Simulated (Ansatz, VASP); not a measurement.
CdS: VASP beside Ansatz

```xyz
2
Lattice="0.0000 2.9126 2.9126 2.9126 0.0000 2.9126 2.9126 2.9126 0.0000" Properties=species:S:1:pos:R:3 pbc="T T T"
Cd    0.0000    0.0000    0.0000
S     1.4563    1.4563    1.4563
```

Alike in both runs: functional PBEsol; k mesh 8 × 8 × 8; occupations gaussian, width 0.02 eV; no spin polarisation.

Ansatz relaxed the structure, and its values are those at the end. VASP's run is a single point on that final structure, the one shown.

|  | VASP | Ansatz |
| --- | --- | --- |
| version | VASP 6.6.1 | Ansatz 0.2.0 |
| potentials or method | VASP PAW PBE potentials, release 64 (Cd, S), cutoff 500 eV | scalar-relativistic, plane waves, PAW |
| valence electrons in the cell | 18 | 26 |

Ansatz gave:

* gap on the k mesh at the Fermi level (eV): 1.01
* least direct gap on the mesh (eV): 1.01
* pressure (GPa): 0.0

Which values does VASP return?

gap on the k mesh at the Fermi level (eV): 1.02; least direct gap on the mesh (eV): 1.02; pressure (GPa): 0.4.

VASP's potentials were made for PBE, not for PBEsol, and Ansatz warns of the same on its side. The functional is the same, so the differences come from potentials, cutoffs and numerics. VASP's potentials hold 18 valence electrons a cell and Ansatz's 26, so a difference there can come from the potentials and not from the codes.
